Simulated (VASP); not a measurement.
# Si3H2C4 in VASP: further runs

The runs below take Si3H2C4 through relaxation of the atoms, with PBEsol.

Program: VASP 6.6.1. These are calculated values, not measurements. Logs are shortened: lines on timing, memory, paths and dates and some standing lists are left out, and cuts for length are marked.

## (1) The cell of the first run

The cell holds a slab with vacuum, 18 atoms: a = 6.161 Å, b = 3.081 Å, c = 20.037 Å, α = 90.00°, β = 90.00°, γ = 90.00°.

## (2) Relaxation of the atoms, PBEsol

File INCAR:

```
PREC     = Accurate       # precision mode
ENCUT    = 520            # plane-wave cutoff, eV
EDIFF    = 1E-6           # SCF threshold, eV
ISMEAR   = 0              # smearing method
SIGMA    = 0.05           # smearing width, eV
LREAL    = Auto         
LASPH    = T              # aspherical terms in the spheres
NELM     = 80             # most SCF steps
ALGO     = Fast           # electronic algorithm
ISIF     = 2              # what is computed and relaxed
LWAVE    = F              # write WAVECAR
LCHARG   = F              # write CHGCAR
LDIPOL   = T            
IDIPOL   = 3            
DIPOL    = 0.5 0.5 0.353
GGA      = PS             # functional
IBRION   = 2              # ionic algorithm
NSW      = 50             # ionic steps
EDIFFG   = -0.03          # ionic threshold
```

File KPOINTS:

```
Automatic mesh
0
Gamma
  4 8 1
```

File POSCAR:

```
Si3H2C4
1.0
    6.1612406585      0.0000000000      0.0000000000
    0.0000000000      3.0806203293      0.0000000000
    0.0000000000      0.0000000000     20.0373883794
C Si H
8 6 4
Selective dynamics
Direct
    0.5000000000      0.5000000000      0.2321862369  F F F
    0.0000000000      0.5000000000      0.2321862369  F F F
    0.7500000000      0.0000000000      0.3408993827  F F F
    0.2500000000      0.0000000000      0.3408993827  F F F
   -0.0057329844      0.5000000000      0.4621924058  T T T
    0.5036562563      0.5000000000      0.4441306299  T T T
    0.3873584116      0.0000000000      0.5537325474  T T F
    0.6075790961      0.0000000000      0.5606695792  T T F
    0.2500000000      0.5000000000      0.2865428098  F F F
    0.7500000000      0.5000000000      0.2865428098  F F F
    0.5013318037      0.0000000000      0.3931163916  T T T
   -0.0031185871      0.0000000000      0.4009194755  T T T
    0.7171515862      0.5000000000      0.5128783538  T T T
    0.2717994677      0.5000000000      0.5055763200  T T T
    0.5000000000      0.2248963861      0.1983620084  F F F
    0.5000000000      0.7751036139      0.1983620084  F F F
    0.0000000000      0.7747262802      0.1982371399  F F F
    0.0000000000      0.2252737198      0.1982371399  F F F
```

Potentials or basis: VASP PAW PBE potentials, release 64 (C, Si, H).

The run is started by

```sh
$ cat potpaw_PBE.64/C/POTCAR potpaw_PBE.64/Si/POTCAR potpaw_PBE.64/H/POTCAR > POTCAR
$ mpirun -np 1 vasp_std > vasp.out
```

OUTCAR:

```text
PREC = Accurate
   ENCUT = 520
   EDIFF = 1E-6
   ISMEAR = 0
   LREAL = Auto
   LASPH = T
   NELM = 80
   ISIF = 2
   GGA = PS
   IBRION = 2
   NSW = 50
   EDIFFG = -0.03

 ion  position               nearest neighbor table
   1  0.500  0.500  0.232-  15 1.09  16 1.09   9 1.89  10 1.89
   2  0.000  0.500  0.232-  17 1.09  18 1.09   9 1.89  10 1.89
   3  0.750  0.000  0.341-  11 1.86  10 1.89  10 1.89  12 1.94
   4  0.250  0.000  0.341-  11 1.87   9 1.89   9 1.89  12 1.97
   5  0.994  0.500  0.462-  14 1.92  12 1.97  12 1.97  13 1.99
   6  0.504  0.500  0.444-  11 1.85  11 1.85  14 1.89  13 1.90
   7  0.387  0.000  0.554-   8 1.36  14 1.95  14 1.95
   8  0.608  0.000  0.561-   7 1.36  13 1.94  13 1.94
   9  0.250  0.500  0.287-   1 1.89   2 1.89   4 1.89   4 1.89  11 3.05  11 3.05  10 3.08  10 3.08

  10  0.750  0.500  0.287-   1 1.89   2 1.89   3 1.89   3 1.89  11 3.05  11 3.05   9 3.08   9 3.08

  11  0.501  0.000  0.393-   6 1.85   6 1.85   3 1.86   4 1.87  10 3.05  10 3.05   9 3.05   9 3.05
                            12 3.06  14 3.07  14 3.07  12 3.11  13 3.15  13 3.15
  12  0.997  0.000  0.401-   3 1.94   4 1.97   5 1.97   5 1.97  11 3.06  14 3.10  14 3.10  11 3.11

  13  0.717  0.500  0.513-   6 1.90   8 1.94   8 1.94   5 1.99  14 2.75  11 3.15  11 3.15
  14  0.272  0.500  0.506-   6 1.89   5 1.92   7 1.95   7 1.95  13 2.75  11 3.07  11 3.07  12 3.10
                            12 3.10
  15  0.500  0.225  0.198-   1 1.09
  16  0.500  0.775  0.198-   1 1.09
  17  0.000  0.775  0.198-   2 1.09
  18  0.000  0.225  0.198-   2 1.09

  LATTYP: Found a simple orthorhombic cell.
 ALAT       =     3.0806203293
 B/A-ratio  =     2.0000000000
 C/A-ratio  =     6.5043355680

  Lattice vectors:

 A1 = (   0.0000000000,  -3.0806203293,   0.0000000000)
 A2 = (   6.1612406585,   0.0000000000,   0.0000000000)
 A3 = (   0.0000000000,   0.0000000000,  20.0373883794)

Analysis of symmetry for initial positions (statically):
=====================================================================
 Subroutine PRICEL returns:
 Original cell was already a primitive cell.

 Routine SETGRP: Setting up the symmetry group for a
 simple orthorhombic supercell.

 Subroutine GETGRP returns: Found  2 space group operations
 (whereof  2 operations were pure point group operations)
 out of a pool of  8 trial point group operations.

The static configuration has the point symmetry C_1h.

Analysis of symmetry for dynamics (positions and initial velocities):
=====================================================================
 Subroutine PRICEL returns:
 Original cell was already a primitive cell.

 Routine SETGRP: Setting up the symmetry group for a
 simple orthorhombic supercell.

 Subroutine GETGRP returns: Found  2 space group operations
 (whereof  2 operations were pure point group operations)
 out of a pool of  8 trial point group operations.

The dynamic configuration has the point symmetry C_1h.

Analysis of constrained symmetry for selective dynamics:
=====================================================================
 Subroutine PRICEL returns:
 Original cell was already a primitive cell.

 Routine SETGRP: Setting up the symmetry group for a
 simple orthorhombic supercell.

 Subroutine GETGRP returns: Found  2 space group operations
 (whereof  2 operations were pure point group operations)
 out of a pool of  8 trial point group operations.

The constrained configuration has the point symmetry C_1h.

 Subroutine INISYM returns: Found  2 space group operations
 (whereof  2 operations are pure point group operations),
 and found     1 'primitive' translations

----------------------------------------------------------------------------------------

                                     Primitive cell

  volume of cell :     380.3185

  direct lattice vectors                    reciprocal lattice vectors
     6.161240658  0.000000000  0.000000000     0.162304973  0.000000000  0.000000000
     0.000000000  3.080620329  0.000000000     0.000000000  0.324609946  0.000000000
     0.000000000  0.000000000 20.037388379     0.000000000  0.000000000  0.049906703

  length of vectors
     6.161240658  3.080620329 20.037388379     0.162304973  0.324609946  0.049906703

  position of ions in fractional coordinates (direct lattice)
     0.500000000  0.500000000  0.232186237
     0.000000000  0.500000000  0.232186237
     0.750000000  0.000000000  0.340899383
     0.250000000  0.000000000  0.340899383
     0.994267016  0.500000000  0.462192406
[... 55 lines left out ...]

 Subroutine IBZKPT returns following result:
 ===========================================

 Found     15 irreducible k-points:

 Following reciprocal coordinates:
            Coordinates               Weight
  0.000000  0.000000  0.000000      1.000000
  0.250000  0.000000  0.000000      2.000000
  0.500000  0.000000  0.000000      1.000000
  0.000000  0.125000  0.000000      2.000000
  0.250000  0.125000  0.000000      4.000000
  0.500000  0.125000  0.000000      2.000000
  0.000000  0.250000  0.000000      2.000000
  0.250000  0.250000  0.000000      4.000000
  0.500000  0.250000  0.000000      2.000000
  0.000000  0.375000  0.000000      2.000000
  0.250000  0.375000  0.000000      4.000000
  0.500000  0.375000  0.000000      2.000000
  0.000000  0.500000  0.000000      1.000000
  0.250000  0.500000  0.000000      2.000000
  0.500000  0.500000  0.000000      1.000000
   k-points           NKPTS =     15   k-points in BZ     NKDIM =     15   number of bands    NBANDS=     40
   number of dos      NEDOS =    301   number of ions     NIONS =     18
   total plane-waves  NPLWV = 172800
   dimension x,y,z NGX =    48 NGY =   24 NGZ =  150
   dimension x,y,z NGXF=    96 NGYF=   48 NGZF=  300
   ions per type =               8   6   4
   NGX,Y,Z   is equivalent  to a cutoff of  12.95, 12.95, 12.45 a.u.
   NGXF,Y,Z  is equivalent  to a cutoff of  25.90, 25.90, 24.89 a.u.
 SYSTEM =  unknown system
   PREC   = accura    normal or accurate (medium, high low for compatibility)
   ISTART =      0    job   : 0-new  1-cont  2-samecut
   ICHARG =      2    charge: 1-file 2-atom 10-const
   ISPIN  =      1    spin polarized calculation?
   LNONCOLLINEAR =      F non collinear calculations
   LSORBIT =      F    spin-orbit coupling
   LASPH  =      T    aspherical Exc in radial PAW
   ENCUT  =  520.0 eV  38.22 Ry    6.18 a.u.  11.46  5.73 37.26*2*pi/ulx,y,z
   NELM   =     80;   NELMIN=  2; NELMDL= -5     # of ELM steps
   EDIFF  = 0.1E-05   stopping-criterion for ELM
   LREAL  =      T    real-space projection
   EDIFFG = -.3E-01   stopping-criterion for IOM
   NSW    =     50    number of steps for IOM
   IBRION =      2    ionic relax: 0-MD 1-quasi-New 2-CG
   NFREE  =      1    steps in history (QN), initial steepest desc. (CG)
   ISIF   =      2    stress and relaxation
   ISYM   =      2    0-nonsym 1-usesym 2-fastsym
   POTIM  = 0.5000    time-step for ionic-motion
   TEBEG  =    0.0;   TEEND  =   0.0 temperature during run
   PSTRESS=    0.0 pullay stress
   NELECT =      60.0000    total number of electrons
   NUPDOWN=      -1.0000    fix difference up-down
   EMIN   =  10.00;   EMAX   =-10.00  energy-range for DOS
   EFERMI =   0.00;   METHOD = LEGACY
   ISMEAR =     0;   SIGMA  =   0.05  broadening in eV -4-tet -1-fermi 0-gaus
   EFERMI_NEDOS =   21; number of points for ismear=-14 and -15
   IALGO  =     68    algorithm
   IMIX   =      4    mixing-type and parameters
     AMIX     =   0.40;   BMIX     =  1.00
     AMIX_MAG =   1.60;   BMIX_MAG =  1.00
  volume/ion in A,a.u.               =      21.13       142.58
  Fermi-wavevector in a.u.,A,eV,Ry     =   0.884591  1.671636 10.646588  0.782502
  Thomas-Fermi vector in A             =   2.005512
   LORBIT       =      0    0 simple, 1 ext, 2 COOP (PROOUT), +10 PAW based schemes
   GGA     = PS    functional components
   LHFCALC =     F    Hartree Fock is set to
   AEXX    =    0.0000 exact exchange contribution
   IVDW    =     0    specifies the selected vdW correction
   LEPSILON=     F    determine dielectric tensor
   LRPA    =     F    only Hartree local field effects (RPA)
 conjugate gradient relaxation of ions
 non-spin polarized calculation
 RMM-DIIS sequential band-by-band and
 Gauss-broadening in eV      SIGMA  =   0.05
  energy-cutoff  :      520.00
  volume of cell :      380.32
 maximum number of plane-waves:     10275
 NGX is ok and might be reduce to    48
   NGX = 23   NGY = 11   NGZ = 75

 dipolmoment           0.000000      0.000000     -0.000132 electrons x Angstroem

--------------------------------------- Ionic step        1  -------------------------------------------

 number of electron      59.9999999 magnetization

 Free energy of the ion-electron system (eV)
  ---------------------------------------------------
  ext. energy  EPLUGINS =         0.00000000
  ---------------------------------------------------
  free energy    TOTEN  =      -123.57913600 eV

  energy without entropy =     -123.57736928  energy(sigma->0) =     -123.57825264

------------------------ aborting loop because EDIFF is reached ----------------------------------------

  FORCE on cell =-STRESS in cart. coord.  units (eV):
  Direction    XX          YY          ZZ          XY          YZ          ZX
  --------------------------------------------------------------------------------------
  -------------------------------------------------------------------------------------
  Total       -4.7978764      8.9743502     -7.6076582      0.0000000      0.0000000      0.0444995
  in kB      -20.2121340     37.8064700    -32.0489726      0.0000000      0.0000000      0.1874642
  external PRESSURE =      -4.8182122 kB  Pullay stress =       0.0000000 kB
[... 137 lines left out ...]
  FREE ENERGIE OF THE ION-ELECTRON SYSTEM (eV)
  ---------------------------------------------------
  free  energy   TOTEN  =      -123.6009277880 eV

  energy  without entropy=     -123.5991589438  energy(sigma->0) =     -123.60004337

[... ionic steps 4 to 8 ...]

--------------------------------------- Ionic step        9  -------------------------------------------

 number of electron      59.9999999 magnetization

------------------------ aborting loop because EDIFF is reached ----------------------------------------
[... 99 lines left out ...]
--------------------------------------- Ionic step       11  -------------------------------------------

 number of electron      59.9999999 magnetization

 dipolmoment           0.000000      0.000000      0.168953 electrons x Angstroem

 Free energy of the ion-electron system (eV)
  ---------------------------------------------------
  ext. energy  EPLUGINS =         0.00000000
  ---------------------------------------------------
  free energy    TOTEN  =      -123.62556599 eV

  energy without entropy =     -123.62367794  energy(sigma->0) =     -123.62462197

 E-fermi :   1.0378     XC(G=0):  -5.3186

 val. band max:        0.9123472030   @ k =   0.2500   0.5000   0.0000
 cond. band min:       1.0388531411   @ k =   0.0000   0.3750   0.0000
 fundamental gap:      0.1265059380
 Fermi energy:         1.0378307835

 k-point     1 :       0.0000    0.0000    0.0000
  band No.  band energies     occupation
      1     -15.6550      2.00000
      2     -14.7738      2.00000
      3     -13.4530      2.00000
      4     -12.5534      2.00000
      5     -12.2050      2.00000
      6     -12.1706      2.00000
[... 634 lines left out ...]
     39       5.5388      0.00000
     40       5.7061      0.00000

------------------------ aborting loop because EDIFF is reached ----------------------------------------

 vacuum level on the upper side and lower side of the slab       (xc-potential included)         0.694        -0.804

  FORCE on cell =-STRESS in cart. coord.  units (eV):
  Direction    XX          YY          ZZ          XY          YZ          ZX
  --------------------------------------------------------------------------------------
  -------------------------------------------------------------------------------------
  Total       -5.9451072      9.3064049     -8.1413895      0.0000000      0.0000000      0.1875910
  in kB      -25.0451020     39.2053252    -34.2974357      0.0000000      0.0000000      0.7902692
  external PRESSURE =      -6.7124042 kB  Pullay stress =       0.0000000 kB
[... 33 lines left out ...]
  FREE ENERGIE OF THE ION-ELECTRON SYSTEM (eV)
  ---------------------------------------------------
  free  energy   TOTEN  =      -123.6255659935 eV

  energy  without entropy=     -123.6236779376  energy(sigma->0) =     -123.62462197

 reached required accuracy - stopping structural energy minimisation

 vacuum level on the upper side and lower side of the slab         5.710         4.180
```

Run time: 50 min. Hardware: 1 thread of Oxide Virtual Turin-like, shared host; peak memory 0.51 GiB.

What came out:

```
Free energy               : -123.6256 eV
Energy gained by relaxing : 2.6 meV/atom
Ionic steps               : 11
Band gap on the k mesh    : zero (bands 30 and 31 overlap by 0.68 eV)
```

Step by step:
| step | energy change (eV) | largest force on free atoms (eV/Å) | pressure (GPa) |
| --- | --- | --- | --- |
| 1 | 0.0000 | 0.9560 | -0.48 |
| 2 | 0.0055 | 1.6086 | -0.85 |
| 3 | -0.0218 | 0.5660 | -0.68 |
| 4 | -0.0405 | 0.3118 | -0.60 |
| 5 | -0.0406 | 0.3020 | -0.61 |
| 6 | -0.0454 | 0.0767 | -0.66 |
| 7 | -0.0455 | 0.0969 | -0.67 |
| 8 | -0.0462 | 0.0365 | -0.67 |
| 9 | -0.0462 | 0.0508 | -0.67 |
| 10 | -0.0462 | 0.0456 | -0.67 |
| 11 | -0.0464 | 0.0258 | -0.67 |

Final structure:
```
C Si H
1.0
     6.16124    0.00000    0.00000
     0.00000    3.08062    0.00000
     0.00000    0.00000   20.03739
C Si H
8 6 4
Direct
  0.50000 0.50000 0.23219
  0.00000 0.50000 0.23219
  0.75000 0.00000 0.34090
  0.25000 0.00000 0.34090
  0.99631 0.50000 0.46332
  0.50074 0.50000 0.44568
  0.38571 0.00000 0.55373
  0.60839 0.00000 0.56067
  0.25000 0.50000 0.28654
  0.75000 0.50000 0.28654
  0.50047 0.00000 0.39400
  0.99836 0.00000 0.40161
  0.71904 0.50000 0.51268
  0.27323 0.50000 0.50903
  0.50000 0.22490 0.19836
  0.50000 0.77510 0.19836
  0.00000 0.77473 0.19824
  0.00000 0.22527 0.19824
```

Caveat: the PAW data sets were made with another functional, which shifts forces and pressure a little.

[end of part 1 of 3]
